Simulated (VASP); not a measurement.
A run of VASP 6.6.1:

INCAR

```
SYSTEM = ZrSi2
PREC = Accurate
ENCUT = 520
EDIFF = 1E-7
ISMEAR = -1
SIGMA = 0.05
LREAL = .FALSE.
LASPH = .TRUE.
NELM = 100
ALGO = Normal
ISIF = 2
LWAVE = .FALSE.
LCHARG = .FALSE.
GGA = PE
NBANDS = 29
```

The input KPOINTS:

```
regular mesh
0
G
  7 7 7
  0 0 0
```

Contents of POSCAR:

```
ZrSi2
1.0
    1.8279563895     -7.2679269831      0.0000000000
    1.8279563895      7.2679269831      0.0000000000
    0.0000000000      0.0000000000      3.6223722948
Zr Si
2 4
Direct
    0.1054000000      0.8946000000      0.2500000000
    0.8946000000      0.1054000000      0.7500000000
    0.7504000000      0.2496000000      0.2500000000
    0.2496000000      0.7504000000      0.7500000000
    0.4478000000      0.5522000000      0.2500000000
    0.5522000000      0.4478000000      0.7500000000
```

Potentials or basis: VASP PAW PBE potentials, release 64 (Zr_sv, Si).

The run is started by

```sh
$ cat potpaw_PBE.64/Zr_sv/POTCAR potpaw_PBE.64/Si/POTCAR > POTCAR
$ mpirun -np 1 vasp_std > vasp.out
```

Hardware: 1 thread of Intel(R) Xeon(R) Platinum 8259CL CPU @ 2.50GHz (Skylake/Cascade Lake), on a shared host.

Problem. Estimate the wall time of this run.

Solution. Wall time 3.6 min on 1 thread of Intel(R) Xeon(R) Platinum 8259CL CPU @ 2.50GHz (Skylake/Cascade Lake), on a shared host, peak memory 0.35 GiB. Counts: scf iterations 14, k points 64.
